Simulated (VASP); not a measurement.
# HfO2 (P1) in VASP: single point with PBE

Aim: the single point of HfO2 with PBE.

Everything below comes from runs of VASP 6.6.1. Logs are shortened: lines on timing, memory, paths and dates and some standing lists are left out, and cuts for length are marked.

## (1) The cell of the first run

The typed cell holds 3 atoms: a = 3.586 Å, b = 3.607 Å, c = 3.667 Å, α = 58.52°, β = 59.44°, γ = 60.40°.

## (2) Single point, PBE

Contents of INCAR:

```
SYSTEM = HfO2
PREC     = Accurate       ! precision mode
ENCUT    = 520            ! plane-wave cutoff, eV
EDIFF    = 1E-6           ! SCF threshold, eV
ISMEAR   = 0              ! smearing method
SIGMA    = 0.05           ! smearing width, eV
LREAL    = .False.        ! projectors in reciprocal space
LASPH    = .True.         ! aspherical terms in the spheres
NELM     = 80             ! most SCF steps
ALGO     = Normal         ! electronic algorithm
ISIF     = 2              ! what is computed and relaxed
LWAVE    = .False.        ! write WAVECAR
LCHARG   = .False.        ! write CHGCAR
GGA      = PE             ! functional
NBANDS   = 18             ! bands
```

Contents of KPOINTS:

```
regular mesh
0
Gamma
  8 8 8
  0 0 0
```

Contents of POSCAR:

```
HfO2
1.0
    0.0210692656      2.5644660959      2.5060736471
    2.6009280280      0.0279897383      2.4991531744
    2.6145242648      2.5711418600      0.0143935015
Hf O
1 2
Direct
    0.0048787089     -0.0041739340      0.0013655516
    0.2482781664      0.2513318383      0.2472421513
    0.7468431247      0.7528420957      0.7513922971
```

Potentials or basis: VASP PAW PBE potentials, release 64 (Hf_pv, O).

Run with:

```console
cat potpaw_PBE.64/Hf_pv/POTCAR potpaw_PBE.64/O/POTCAR > POTCAR
mpirun -np 1 vasp_std > vasp.out
```

OUTCAR:

```text
SYSTEM = HfO2
   PREC = Accurate
   ENCUT = 520
   EDIFF = 1E-6
   ISMEAR = 0
   LREAL = .False.
   LASPH = .True.
   NELM = 80
   ISIF = 2
   GGA = PE

 ion  position               nearest neighbor table
   1  0.005  0.996  0.001-   2 2.18   3 2.18   3 2.21   2 2.21   3 2.21   2 2.22   2 2.22   3 2.23

   2  0.248  0.251  0.247-   1 2.18   1 2.21   1 2.22   1 2.22
   3  0.747  0.753  0.751-   1 2.18   1 2.21   1 2.21   1 2.23

  LATTYP: Found a triclinic cell.
 ALAT       =     3.5964598353
 B/A-ratio  =     1.3877214414
 C/A-ratio  =     1.0059703415
 COS(alpha) =     0.0038391309
 COS(beta)  =     0.5142321288
 COS(gamma) =     0.6917199032

  Lattice vectors:

 A1 = (  -2.5934549992,  -0.0066757641,   2.4916801456)
 A2 = (   0.0074730288,   0.0213139742,   4.9908333200)
 A3 = (  -2.5798587624,   2.5364763576,   0.0069204727)

Analysis of symmetry for initial positions (statically):
=====================================================================
 Subroutine PRICEL returns:
 Original cell was already a primitive cell.

 Routine SETGRP: Setting up the symmetry group for a
 triclinic supercell.

 Subroutine GETGRP returns: Found  1 space group operations
 (whereof  1 operations were pure point group operations)
 out of a pool of  2 trial point group operations.

The static configuration has the point symmetry C_1 .

Analysis of symmetry for dynamics (positions and initial velocities):
=====================================================================
 Subroutine PRICEL returns:
 Original cell was already a primitive cell.

 Routine SETGRP: Setting up the symmetry group for a
 triclinic supercell.

 Subroutine GETGRP returns: Found  1 space group operations
 (whereof  1 operations were pure point group operations)
 out of a pool of  2 trial point group operations.

The dynamic configuration has the point symmetry C_1 .

 Subroutine INISYM returns: Found  1 space group operations
 (whereof  1 operations are pure point group operations),
 and found     1 'primitive' translations

----------------------------------------------------------------------------------------

                                     Primitive cell

  volume of cell :      33.1007

  direct lattice vectors                    reciprocal lattice vectors
     0.021069266  2.564466096  2.506073647    -0.194112956  0.196269577  0.199819802
     2.600928028  0.027989738  2.499153174     0.193547552 -0.197938030  0.200922851
     2.614524265  2.571141860  0.014393501     0.191501977  0.195327051 -0.201488255

  length of vectors
     3.585712676  3.607128584  3.666976243     0.340777845  0.342067407  0.339739872

  position of ions in fractional coordinates (direct lattice)
     0.004878709  0.995826066  0.001365552
     0.248278166  0.251331838  0.247242151
     0.746843125  0.752842096  0.751392297

  ion indices of the primitive-cell ions
   primitive index   ion index
                 1           1
                 2           2
                 3           3

----------------------------------------------------------------------------------------

 KPOINTS: regular mesh

Automatic generation of k-mesh.
 Grid dimensions read from file:
 generate k-points for:    8    8    8

 Generating k-lattice:

  Cartesian coordinates                     Fractional coordinates (reciprocal lattice)
    -0.024264119  0.024533697  0.024977475     0.125000000 -0.000000000 -0.000000000
     0.024193444 -0.024742254  0.025115356     0.000000000  0.125000000 -0.000000000
     0.023937747  0.024415881 -0.025186032     0.000000000  0.000000000  0.125000000

  Length of vectors
     0.042597231  0.042758426  0.042467484

  Shift w.r.t. Gamma in fractional coordinates (k-lattice)
     0.000000000  0.000000000  0.000000000

 Subroutine IBZKPT returns following result:
 ===========================================

 Found    260 irreducible k-points:

 Following reciprocal coordinates:
            Coordinates               Weight
  0.000000  0.000000  0.000000      1.000000
  0.125000  0.000000 -0.000000      2.000000
  0.250000  0.000000 -0.000000      2.000000
  0.375000  0.000000  0.000000      2.000000
  0.500000  0.000000 -0.000000      1.000000
  0.000000  0.125000  0.000000      2.000000
[... 16 lines left out ...]
  0.125000  0.375000 -0.000000      2.000000
  0.250000  0.375000 -0.000000      2.000000
 [... further k-points ...]
   k-points           NKPTS =    260   k-points in BZ     NKDIM =    260   number of bands    NBANDS=     18
   number of dos      NEDOS =    301   number of ions     NIONS =      3
   total plane-waves  NPLWV =  21952
   dimension x,y,z NGX =    28 NGY =   28 NGZ =   28
   dimension x,y,z NGXF=    56 NGYF=   56 NGZF=   56
   ions per type =               1   2
   NGX,Y,Z   is equivalent  to a cutoff of  12.98, 12.90, 12.69 a.u.
   NGXF,Y,Z  is equivalent  to a cutoff of  25.96, 25.81, 25.39 a.u.
 SYSTEM =  HfO2
   PREC   = accura    normal or accurate (medium, high low for compatibility)
   ISTART =      0    job   : 0-new  1-cont  2-samecut
   ICHARG =      2    charge: 1-file 2-atom 10-const
   ISPIN  =      1    spin polarized calculation?
   LNONCOLLINEAR =      F non collinear calculations
   LSORBIT =      F    spin-orbit coupling
   LASPH  =      T    aspherical Exc in radial PAW
   ENCUT  =  520.0 eV  38.22 Ry    6.18 a.u.   6.67  6.71  6.82*2*pi/ulx,y,z
   NELM   =     80;   NELMIN=  2; NELMDL= -5     # of ELM steps
   EDIFF  = 0.1E-05   stopping-criterion for ELM
   LREAL  =      F    real-space projection
   EDIFFG = 0.1E-04   stopping-criterion for IOM
   NSW    =      0    number of steps for IOM
   IBRION =     -1    ionic relax: 0-MD 1-quasi-New 2-CG
   NFREE  =      0    steps in history (QN), initial steepest desc. (CG)
   ISIF   =      2    stress and relaxation
   ISYM   =      2    0-nonsym 1-usesym 2-fastsym
   POTIM  = 0.5000    time-step for ionic-motion
   TEBEG  =    0.0;   TEEND  =   0.0 temperature during run
   PSTRESS=    0.0 pullay stress
   NELECT =      22.0000    total number of electrons
   NUPDOWN=      -1.0000    fix difference up-down
   EMIN   =  10.00;   EMAX   =-10.00  energy-range for DOS
   EFERMI =   0.00;   METHOD = LEGACY
   ISMEAR =     0;   SIGMA  =   0.05  broadening in eV -4-tet -1-fermi 0-gaus
   EFERMI_NEDOS =   21; number of points for ismear=-14 and -15
   IALGO  =     38    algorithm
   IMIX   =      4    mixing-type and parameters
     AMIX     =   0.40;   BMIX     =  1.00
     AMIX_MAG =   1.60;   BMIX_MAG =  1.00
  volume/ion in A,a.u.               =      11.03        74.46
  Fermi-wavevector in a.u.,A,eV,Ry     =   1.428686  2.699824 27.771431  2.041143
  Thomas-Fermi vector in A             =   2.548721
   LORBIT       =      0    0 simple, 1 ext, 2 COOP (PROOUT), +10 PAW based schemes
   GGA     = PE    functional components
   LHFCALC =     F    Hartree Fock is set to
   AEXX    =    0.0000 exact exchange contribution
   IVDW    =     0    specifies the selected vdW correction
   LEPSILON=     F    determine dielectric tensor
   LRPA    =     F    only Hartree local field effects (RPA)
 non-spin polarized calculation
 Gauss-broadening in eV      SIGMA  =   0.05
  energy-cutoff  :      520.00
  volume of cell :       33.10
 maximum number of plane-waves:       909
   NGX = 13   NGY = 13   NGZ = 13

 number of electron      21.9999996 magnetization

 Free energy of the ion-electron system (eV)
  ---------------------------------------------------
  ext. energy  EPLUGINS =         0.00000000
  ---------------------------------------------------
  free energy    TOTEN  =       -30.20137134 eV

  energy without entropy =      -30.20137134  energy(sigma->0) =      -30.20137134

 E-fermi :   4.6793     XC(G=0): -11.7547

 val. band max:        4.3848287301   @ k =   0.5000   0.5000   0.0000
 cond. band min:       7.7905523438   @ k =   0.0000   0.0000   0.0000
 fundamental gap:      3.4057236136
 Fermi energy:         4.6792909791

 k-point     1 :       0.0000    0.0000    0.0000
  band No.  band energies     occupation
      1     -25.6336      2.00000
      2     -25.6166      2.00000
      3     -25.6003      2.00000
      4     -14.4874      2.00000
      5     -11.5237      2.00000
      6      -1.1335      2.00000
[... 10 lines left out ...]
     17      14.4188      0.00000
     18      17.5450      0.00000

 k-point     2 :       0.1250    0.0000   -0.0000
  band No.  band energies     occupation
      1     -25.6812      2.00000
      2     -25.6295      2.00000
      3     -25.6169      2.00000
      4     -14.2839      2.00000
      5     -11.6897      2.00000
      6      -0.9603      2.00000
[... 10 lines left out ...]
     17      14.1217      0.00000
     18      17.5093      0.00000

 k-point     3 :       0.2500    0.0000   -0.0000
  band No.  band energies     occupation
      1     -25.8251      2.00000
      2     -25.6464      2.00000
      3     -25.6364      2.00000
      4     -13.7997      2.00000
      5     -12.0283      2.00000
      6      -0.5990      2.00000
[... 10 lines left out ...]
     17      13.6607      0.00000
     18      16.6460      0.00000

 k-point     4 :       0.3750    0.0000    0.0000
  band No.  band energies     occupation
      1     -25.9641      2.00000
      2     -25.6620      2.00000
      3     -25.6548      2.00000
      4     -13.3786      2.00000
      5     -12.2307      2.00000
      6      -0.2607      2.00000
[... 375 lines left out ...]
      4     -13.3814      2.00000
      5     -12.2250      2.00000
      6      -0.2811      2.00000
[... 10 lines left out ...]
     17      13.6609      0.00000
     18      16.2035      0.00000

 k-point    23 :       0.1250    0.3750   -0.0000
  band No.  band energies     occupation
      1     -25.9302      2.00000
      2     -25.6805      2.00000
      3     -25.6677      2.00000
      4     -13.3217      2.00000
      5     -12.3157      2.00000
      6      -0.3316      2.00000
[... 10 lines left out ...]
     17      14.0691      0.00000
     18      16.5849      0.00000

 k-point    24 :       0.2500    0.3750   -0.0000
  band No.  band energies     occupation
      1     -25.9369      2.00000
      2     -25.7102      2.00000
      3     -25.6887      2.00000
      4     -13.0443      2.00000
      5     -12.5192      2.00000
      6      -0.6491      2.00000
[... 10 lines left out ...]
     17      13.9791      0.00000
     18      17.4253      0.00000

 [... further k-points ...]

------------------------ aborting loop because EDIFF is reached ----------------------------------------

  FORCE on cell =-STRESS in cart. coord.  units (eV):
  Direction    XX          YY          ZZ          XY          YZ          ZX
  --------------------------------------------------------------------------------------
  -------------------------------------------------------------------------------------
  Total       -2.4898638     -0.8795683      1.2954717     -0.2434687     -0.0579156     -0.0064258
  in kB     -120.5171918    -42.5738546     62.7048812    -11.7846460     -2.8032970     -0.3110292
  external PRESSURE =     -33.4620551 kB  Pullay stress =       0.0000000 kB

 VOLUME and BASIS-vectors are now :
 -----------------------------------------------------------------------------
  energy-cutoff  :      520.00
  volume of cell :       33.10
      direct lattice vectors                 reciprocal lattice vectors
     0.021069266  2.564466096  2.506073647    -0.194112956  0.196269577  0.199819802
     2.600928028  0.027989738  2.499153174     0.193547552 -0.197938030  0.200922851
     2.614524265  2.571141860  0.014393501     0.191501977  0.195327051 -0.201488255

 POSITION                                       TOTAL-FORCE (eV/Angst)
 -----------------------------------------------------------------------------------
      2.59374      0.04390      2.50097         0.057142     -0.108849     -0.011712
      1.30535      1.27943      1.25388         0.045546      0.102175     -0.083729
      3.93836      3.86826      3.76393        -0.102688      0.006673      0.095441
 -----------------------------------------------------------------------------------
    total drift:                                0.000228     -0.000504     -0.000017

  FREE ENERGIE OF THE ION-ELECTRON SYSTEM (eV)
  ---------------------------------------------------
  free  energy   TOTEN  =       -30.2013713406 eV

  energy  without entropy=      -30.2013713406  energy(sigma->0) =      -30.20137134
```

Wall time 3.7 min (1 thread of Intel Xeon 8259CL, shared host); peak memory 0.27 GiB.

Results:

| Property | Result |
| --- | --- |
| Free energy | -30.2014 eV |
| Pressure | -3.3 GPa |
| Largest force | 0.140 eV/Å |
| Band gap on the k mesh | 3.41 eV (least direct gap 3.50 eV) |

Forces on the atoms (eV/Å):
```
Hf   0.057 -0.109 -0.012
O    0.046  0.102 -0.084
O   -0.103  0.007  0.095
```

Caveat: the cell stands under tension; spin-orbit coupling is left out, which moves the levels of the heavy elements.
